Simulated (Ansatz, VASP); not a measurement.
Two plane-wave programs on Rh

```xyz
6
Lattice="2.7093 0.0000 0.0000 -1.3547 2.3464 0.0000 0.0000 0.0000 13.2712" Properties=species:S:1:pos:R:3 pbc="T T T"
Rh    0.0000    0.0000    0.0000
Rh    0.0000    1.5642    2.2199
Rh    1.3547    0.7821    4.4157
Rh    0.0000    0.0000    6.6356
Rh    1.3547    0.7821    8.8555
Rh    0.0000    1.5642   11.0513
```

Alike in both runs: functional PBE; k mesh 18 × 18 × 4; occupations gaussian, width 0.1 eV; no spin polarisation.

Ansatz relaxed the structure, and its values are those at the end. VASP's run is a single point on that final structure, the one shown.

```csv
,VASP,Ansatz
version,VASP 6.6.1,Ansatz 0.2.0
potentials or method,"VASP PAW PBE potentials, release 64 (Rh_pv), cutoff 520 eV","scalar-relativistic, plane waves, PAW"
valence electrons in the cell,90,102
```

VASP gave:

* gap on the k mesh at the Fermi level (eV): none
* pressure (GPa): 0.1

Question: What did Ansatz give for the same quantities?

Answer: gap on the k mesh at the Fermi level (eV): none; pressure (GPa): 0.0.

A gap of «none» marks a metal or a gap that the smearing closes. VASP's potentials hold 90 valence electrons a cell and Ansatz's 102, so a difference there can come from the potentials and not from the codes.
